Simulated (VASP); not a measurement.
# Fe (P6_3/mmc) in VASP: further runs

The runs below take Fe through single point, with PBEsol.

Everything below comes from runs of VASP 6.6.1. Logs are shortened: lines on timing, memory, paths and dates and some standing lists are left out, and cuts for length are marked.

## Step 1: The cell of the first run

Symmetry: P6_3/mmc, No. 194, hexagonal system. The conventional cell has a = 2.216 Å, b = 2.216 Å, c = 3.523 Å, α = 90.00°, β = 90.00°, γ = 120.00°. Within 2.9 Å of Fe (site symmetry -6m2) lie 12 Fe at 2.18 to 2.22 Å.

This isn't the form of Fe at room conditions, which is bcc.

## Step 2: Single point, PBEsol, collinear spin, ferromagnetic start

Input file INCAR:

```
SYSTEM = Fe
PREC = Accurate
ENCUT = 520
EDIFF = 1E-6
ISMEAR = -1
SIGMA = 0.08
LREAL = .FALSE.
LASPH = .TRUE.
NELM = 150
ALGO = Normal
ISIF = 2
LWAVE = .FALSE.
LCHARG = .TRUE.
ISPIN = 2
MAGMOM = 2.5 2.5
LORBIT = 11
LMAXMIX = 4
GGA = PS
LELF = .TRUE.
LVHAR = .TRUE.
NBANDS = 19
```

Input file KPOINTS:

```
Automatic mesh
0
G
  20 20 11
  0 0 0
```

Input file POSCAR:

```
Fe
1.0
    2.2164006357      0.0000000000      0.0000000000
   -1.1082003179      1.9194592554      0.0000000000
    0.0000000000      0.0000000000      3.5231506278
Fe
2
Direct
    0.3333333333      0.6666666667      0.2500000000
    0.6666666667      0.3333333333      0.7500000000
```

Potentials or basis: VASP PAW PBE potentials, release 64 (Fe).

On the command line:

```
$ cat potpaw_PBE.64/Fe/POTCAR > POTCAR
$ mpirun -np 1 vasp_std > vasp.out
```

OUTCAR:

```text
SYSTEM = Fe
   PREC = Accurate
   ENCUT = 520
   EDIFF = 1E-6
   ISMEAR = -1
   LREAL = .FALSE.
   LASPH = .TRUE.
   NELM = 150
   ISIF = 2
   ISPIN = 2
   LORBIT = 11
   GGA = PS

 ion  position               nearest neighbor table
   1  0.333  0.667  0.250-   2 2.18   2 2.18   2 2.18   2 2.18   2 2.18   2 2.18   2 3.11   2 3.11
                             2 3.11   2 3.11   2 3.11   2 3.11
   2  0.667  0.333  0.750-   1 2.18   1 2.18   1 2.18   1 2.18   1 2.18   1 2.18   1 3.11   1 3.11
                             1 3.11   1 3.11   1 3.11   1 3.11

  LATTYP: Found a hexagonal cell.
 ALAT       =     2.2164006357
 C/A-ratio  =     1.5895820327

  Lattice vectors:

 A1 = (   2.2164006357,   0.0000000000,   0.0000000000)
 A2 = (  -1.1082003179,   1.9194592554,   0.0000000000)
 A3 = (   0.0000000000,   0.0000000000,   3.5231506278)

Analysis of symmetry for initial positions (statically):
=====================================================================
 Subroutine PRICEL returns:
 Original cell was already a primitive cell.

 Routine SETGRP: Setting up the symmetry group for a
 hexagonal supercell.

 Subroutine GETGRP returns: Found 24 space group operations
 (whereof 12 operations were pure point group operations)
 out of a pool of 24 trial point group operations.

The static configuration has the point symmetry D_3d.
 The point group associated with its full space group is D_6h.

Analysis of symmetry for dynamics (positions and initial velocities):
=====================================================================
 Subroutine PRICEL returns:
 Original cell was already a primitive cell.

 Routine SETGRP: Setting up the symmetry group for a
 hexagonal supercell.

 Subroutine GETGRP returns: Found 24 space group operations
 (whereof 12 operations were pure point group operations)
 out of a pool of 24 trial point group operations.

The dynamic configuration has the point symmetry D_3d.
 The point group associated with its full space group is D_6h.

Analysis of structural, dynamic, and magnetic symmetry:
=====================================================================
 Subroutine PRICEL returns:
 Original cell was already a primitive cell.

 Routine SETGRP: Setting up the symmetry group for a
 hexagonal supercell.

 Subroutine GETGRP returns: Found 24 space group operations
 (whereof 12 operations were pure point group operations)
 out of a pool of 24 trial point group operations.

The overall configuration has the point symmetry D_3d.
 The point group associated with its full space group is D_6h.

 Subroutine INISYM returns: Found 24 space group operations
 (whereof 12 operations are pure point group operations),
 and found     1 'primitive' translations

[... 118 lines left out ...]
   LORBIT       =     11    0 simple, 1 ext, 2 COOP (PROOUT), +10 PAW based schemes
   GGA     = PS    functional components
   LHFCALC =     F    Hartree Fock is set to
   AEXX    =    0.0000 exact exchange contribution
   IVDW    =     0    specifies the selected vdW correction
   LEPSILON=     F    determine dielectric tensor
   LRPA    =     F    only Hartree local field effects (RPA)
 spin polarized calculation
  energy-cutoff  :      520.00
  volume of cell :       14.99
 maximum number of plane-waves:       424
   NGX =  9   NGY =  9   NGZ = 13

 number of electron      16.0000007 magnetization      -0.0002485

 number of electron      16.0000007 magnetization       0.0000979

 Free energy of the ion-electron system (eV)
  ---------------------------------------------------
  ext. energy  EPLUGINS =         0.00000000
  ---------------------------------------------------
  free energy    TOTEN  =       -16.09115077 eV

  energy without entropy =      -16.05650712  energy(sigma->0) =      -16.07382895

 E-fermi :  10.8585     XC(G=0): -15.8398

 val. band max:       10.8537643368   @ k =   0.3000   0.2000   0.2727
 cond. band min:      10.8622681155   @ k =   0.0500   0.0500   0.3636
 fundamental gap:      0.0085037788
 Fermi energy:        10.8584610536

 spin component 1

 k-point     1 :       0.0000    0.0000    0.0000
  band No.  band energies     occupation
      1       0.1026      1.00000
      2       3.6672      1.00000
      3       8.2084      1.00000
      4       8.2084      1.00000
      5       8.3792      1.00000
      6       8.9569      1.00000
[... 517 lines left out ...]
     18      38.1572      0.00000
     19      42.7383      0.00000

 [... further k-points ...]

 spin component 2

 k-point     1 :       0.0000    0.0000    0.0000
  band No.  band energies     occupation
      1       0.1026      1.00000
      2       3.6672      1.00000
      3       8.2084      1.00000
      4       8.2084      1.00000
      5       8.3793      1.00000
      6       8.9569      1.00000
[... 517 lines left out ...]
     18      38.1571      0.00000
     19      42.7383      0.00000

 [... further k-points ...]

------------------------ aborting loop because EDIFF is reached ----------------------------------------

  FORCE on cell =-STRESS in cart. coord.  units (eV):
  Direction    XX          YY          ZZ          XY          YZ          ZX
  --------------------------------------------------------------------------------------
  -------------------------------------------------------------------------------------
  Total       15.0238030     15.0238030     14.9812557     -0.0000000      0.0000000     -0.0000000
  in kB     1605.9502532   1605.9502531   1601.4022069     -0.0000000      0.0000000     -0.0000000
  external PRESSURE =    1604.4342377 kB  Pullay stress =       0.0000000 kB

 VOLUME and BASIS-vectors are now :
 -----------------------------------------------------------------------------
  energy-cutoff  :      520.00
  volume of cell :       14.99
      direct lattice vectors                 reciprocal lattice vectors
     2.216400636  0.000000000  0.000000000     0.451181968  0.260490031  0.000000000
    -1.108200318  1.919459255  0.000000000     0.000000000  0.520980061  0.000000000
     0.000000000  0.000000000  3.523150628     0.000000000  0.000000000  0.283836857

 POSITION                                       TOTAL-FORCE (eV/Angst)
 -----------------------------------------------------------------------------------
     -0.00000      1.27964      0.88079        -0.000000     -0.000000      0.000000
      1.10820      0.63982      2.64236         0.000000      0.000000      0.000000
 -----------------------------------------------------------------------------------
    total drift:                                0.000000     -0.000000     -0.000000

  FREE ENERGIE OF THE ION-ELECTRON SYSTEM (eV)
  ---------------------------------------------------
  free  energy   TOTEN  =       -16.0911507724 eV

  energy  without entropy=      -16.0565071199  energy(sigma->0) =      -16.07382895

 total charge

# of ion       s       p       d       tot
------------------------------------------
    1        0.726   1.026   6.803   8.555
    2        0.726   1.026   6.803   8.555
--------------------------------------------------
tot          1.452   2.051  13.606  17.109

 magnetization (x)

# of ion       s       p       d       tot
------------------------------------------
    1       -0.000  -0.000   0.000   0.000
    2       -0.000  -0.000   0.000   0.000
--------------------------------------------------
tot         -0.000  -0.000   0.000   0.000
```

OSZICAR:

```text
N       E                     dE             d eps       ncg     rms          rms(c)
DAV:   1     0.768353104615E+02    0.76835E+02   -0.70258E+03 21915   0.119E+03
DAV:   2    -0.131568386876E+02   -0.89992E+02   -0.79111E+02 20247   0.215E+02
DAV:   3    -0.167893935553E+02   -0.36326E+01   -0.34837E+01 21938   0.530E+01
DAV:   4    -0.168134470277E+02   -0.24053E-01   -0.24040E-01 22023   0.411E+00
DAV:   5    -0.168136410825E+02   -0.19405E-03   -0.19405E-03 22416   0.349E-01    0.310E+01
DAV:   6    -0.162388134721E+02    0.57483E+00   -0.26793E+00 21769   0.406E+01    0.465E+00
DAV:   7    -0.161515946022E+02    0.87219E-01   -0.11214E-01 22155   0.284E+00    0.248E+00
DAV:   8    -0.161118507921E+02    0.39744E-01   -0.71434E-03 22914   0.969E-01    0.145E+00
DAV:   9    -0.160963798826E+02    0.15471E-01   -0.12052E-03 24093   0.362E-01    0.811E-01
DAV:  10    -0.160914283522E+02    0.49515E-02   -0.18602E-03 24040   0.440E-01    0.188E-01
DAV:  11    -0.160911842614E+02    0.24409E-03   -0.59324E-05 24714   0.872E-02    0.302E-02
DAV:  12    -0.160911685952E+02    0.15666E-04   -0.16494E-06 20417   0.124E-02    0.238E-02
DAV:  13    -0.160911507660E+02    0.17829E-04   -0.13675E-06 18370   0.134E-02    0.335E-03
DAV:  14    -0.160911507724E+02   -0.63378E-08   -0.29633E-07 11478   0.607E-03
   1 F= -.16091151E+02 E0= -.16073829E+02  d E =-.346437E-01  mag=    -0.0001
```

It took 3.6 min on 1 thread of Intel Xeon 8259CL, shared host; peak memory 0.19 GiB.

Results:

| Property | Result |
| --- | --- |
| Free energy | -16.0912 eV |
| Pressure | 160.4 GPa |
| Band gap on the k mesh | zero (filled and empty bands overlap) |
| Net moment | 0.00 μB per cell |

Caveat: the cell stands under pressure; the moments typed at the start vanished in this run; the PAW data sets were made with another functional, which shifts forces and pressure a little.

## Step 3: Single point, PBEsol, collinear spin, ferromagnetic start

This run uses another cell than the first one: it holds 4 atoms, not 2.

Input file INCAR:

```
ALGO     = Normal         # electronic algorithm
EDIFF    = 1E-7           # SCF threshold, eV
ENCUT    = 520            # plane-wave cutoff, eV
GGA      = PS             # functional
ISIF     = 2              # what is computed and relaxed
ISMEAR   = -1             # smearing method
ISPIN    = 2              # spin polarisation
LASPH    = T              # aspherical terms in the spheres
LCHARG   = T              # write CHGCAR
LELF     = T              # ELF
LMAXMIX  = 4              # l up to which the mixer works
LORBIT   = 11             # projections on sites
LREAL    = F              # projectors in reciprocal space
LVHAR    = T            
LWAVE    = F              # write WAVECAR
MAGMOM   = 2.5 2.5 2.5 2.5 # initial moments
NBANDS   = 28             # bands
NELM     = 150            # most SCF steps
PREC     = Accurate       # precision mode
SIGMA    = 0.08           # smearing width, eV
```

Input file KPOINTS:

```
k-points
0
Gamma
  16 16 5
```

Input file POSCAR:

```
Fe
1.0
    2.2071684648      0.0000000000      0.0000000000
   -1.1035842324      1.9114639609      0.0000000000
    0.0000000000      0.0000000000      7.1237951640
Fe
4
Direct
    0.0000000000      0.0000000000      0.0000000000
    0.0000000000      0.0000000000      0.5000000000
    0.3333333333      0.6666666667      0.2500000000
    0.6666666667      0.3333333333      0.7500000000
```

Potentials or basis: VASP PAW PBE potentials, release 64 (Fe).

On the command line:

```
$ cat potpaw_PBE.64/Fe/POTCAR > POTCAR
$ mpirun -np 1 vasp_std > vasp.out
```

OUTCAR:

```text
EDIFF = 1E-7
   ENCUT = 520
   GGA = PS
   ISIF = 2
   ISMEAR = -1
   ISPIN = 2
   LASPH = T
   LORBIT = 11
   LREAL = F
   NELM = 150
   PREC = Accurate

 ion  position               nearest neighbor table
   1  0.000  0.000  0.000-   3 2.19   4 2.19   3 2.19   4 2.19   4 2.19   3 2.19   4 3.11   3 3.11
                             3 3.11   4 3.11   3 3.11   4 3.11
   2  0.000  0.000  0.500-   3 2.19   4 2.19   3 2.19   4 2.19   4 2.19   3 2.19   4 3.11   3 3.11
                             3 3.11   4 3.11   3 3.11   4 3.11
   3  0.333  0.667  0.250-   1 2.19   2 2.19   1 2.19   2 2.19   1 2.19   2 2.19   1 3.11   2 3.11
                             1 3.11   2 3.11   1 3.11   2 3.11
   4  0.667  0.333  0.750-   1 2.19   2 2.19   1 2.19   2 2.19   1 2.19   2 2.19   1 3.11   2 3.11
                             1 3.11   2 3.11   1 3.11   2 3.11

  LATTYP: Found a hexagonal cell.
 ALAT       =     2.2071684648
[... 1707 lines left out ...]
------------------------ aborting loop because EDIFF is reached ----------------------------------------

  FORCE on cell =-STRESS in cart. coord.  units (eV):
  Direction    XX          YY          ZZ          XY          YZ          ZX
  --------------------------------------------------------------------------------------
  -------------------------------------------------------------------------------------
  Total       30.1005606     30.1005606     30.0607356     -0.0000000      0.0000000      0.0000000
  in kB     1604.6197979   1604.6197978   1602.4967813     -0.0000000      0.0000000      0.0000000
  external PRESSURE =    1603.9121256 kB  Pullay stress =       0.0000000 kB

 VOLUME and BASIS-vectors are now :
 -----------------------------------------------------------------------------
  energy-cutoff  :      520.00
  volume of cell :       30.05
      direct lattice vectors                 reciprocal lattice vectors
     2.207168465  0.000000000  0.000000000     0.453069177  0.261579611  0.000000000
    -1.103584232  1.911463961  0.000000000     0.000000000  0.523159223  0.000000000
     0.000000000  0.000000000  7.123795164     0.000000000  0.000000000  0.140374615

 POSITION                                       TOTAL-FORCE (eV/Angst)
 -----------------------------------------------------------------------------------
      0.00000      0.00000      0.00000         0.000000      0.000000      0.000000
      0.00000      0.00000      3.56190         0.000000      0.000000      0.000000
     -0.00000      1.27431      1.78095         0.000000     -0.000000      0.000000
      1.10358      0.63715      5.34285        -0.000000      0.000000     -0.000000
 -----------------------------------------------------------------------------------
    total drift:                                0.000000      0.000000      0.000000

  FREE ENERGIE OF THE ION-ELECTRON SYSTEM (eV)
  ---------------------------------------------------
  free  energy   TOTEN  =       -31.9263583490 eV

  energy  without entropy=      -31.8295600752  energy(sigma->0) =      -31.87795921

 total charge

# of ion       s       p       d       tot
------------------------------------------
    1        0.726   1.015   6.799   8.540
    2        0.726   1.015   6.799   8.540
    3        0.726   1.018   6.800   8.544
    4        0.726   1.018   6.800   8.544
--------------------------------------------------
tot          2.905   4.065  27.199  34.169

 magnetization (x)

# of ion       s       p       d       tot
------------------------------------------
    1       -0.000  -0.000  -0.000  -0.000
    2       -0.000  -0.000  -0.000  -0.000
    3        0.000  -0.000   0.000   0.000
    4        0.000  -0.000   0.000   0.000
--------------------------------------------------
tot         -0.000  -0.000  -0.000  -0.000
```

OSZICAR:

```text
N       E                     dE             d eps       ncg     rms          rms(c)
DAV:   1     0.236976954163E+03    0.23698E+03   -0.14275E+04 10960   0.168E+03
[... 12 lines left out ...]
DAV:  14    -0.319263636947E+02    0.60203E-04   -0.81339E-05 15364   0.113E-01    0.215E-02
DAV:  15    -0.319263594542E+02    0.42406E-05   -0.84197E-06 11032   0.270E-02    0.853E-03
DAV:  16    -0.319263585779E+02    0.87628E-06   -0.42314E-07 10660   0.774E-03    0.358E-03
DAV:  17    -0.319263580796E+02    0.49823E-06   -0.14463E-07  6208   0.421E-03    0.204E-03
DAV:  18    -0.319263582171E+02   -0.13747E-06   -0.36173E-08  5376   0.298E-03    0.551E-04
DAV:  19    -0.319263583342E+02   -0.11710E-06   -0.74506E-09  5312   0.110E-03    0.302E-04
DAV:  20    -0.319263583490E+02   -0.14764E-07   -0.25791E-09  5292   0.789E-04
   1 F= -.31926358E+02 E0= -.31877959E+02  d E =-.967983E-01  mag=     0.0000
```

It took 5.1 min on 1 thread of Intel Xeon 8259CL, shared host; peak memory 0.2 GiB.

Results:

| Property | Result |
| --- | --- |
| Free energy | -31.9264 eV |
| Pressure | 160.4 GPa |
| Band gap on the k mesh | zero (filled and empty bands overlap) |
| Net moment | 0.00 μB per cell |

Caveat: the cell stands under pressure; the moments typed at the start vanished in this run; the PAW data sets were made with another functional, which shifts forces and pressure a little.
